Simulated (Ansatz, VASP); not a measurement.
# ScSi2: VASP beside Ansatz

```
Sc Si
1.0
     3.09211    0.00000    0.00000
    -1.54606    2.67785    0.00000
     0.00000    0.00000    6.31463
Sc Si
1 2
Cartesian
  0.0000 0.0000 0.0000
  0.0000 1.7852 2.2409
  1.5461 0.8926 4.0738
```

Alike in both runs: task single point; functional PBE; k mesh 6 × 6 × 4; occupations gaussian, width 0.1 eV; collinear spin.

|  | VASP | Ansatz |
| --- | --- | --- |
| version | VASP 6.6.1 | Ansatz 0.2.0 |
| potentials or method | VASP PAW PBE potentials, release 64 (Sc_sv, Si), cutoff 520 eV | scalar-relativistic, plane waves, PAW |
| valence electrons in the cell | 19 | 19 |

```tsv
	VASP	Ansatz	Ansatz less VASP
gap on the k mesh at the Fermi level (eV)	none	none	-
pressure (GPa)	0.0	-0.1	-0.06
traceless stress, the component that is largest in VASP (GPa)	-0.58	-0.59	-0.011
rms of the force components (eV/Å)	0.048	0.041	-0.0073
net moment per atom (μB)	0.28	0.28	0.000
size of the moment on the site where the two differ most (μB)	0.46	0.42	-0.039
```

Site moments also hang on the region over which each program counts them. Atom by atom the forces differ by 0.007 eV/Å (rms over components). A gap of «none» marks a metal or a gap that the smearing closes.

The k mesh is coarse, so the values compare programs but aren't converged.
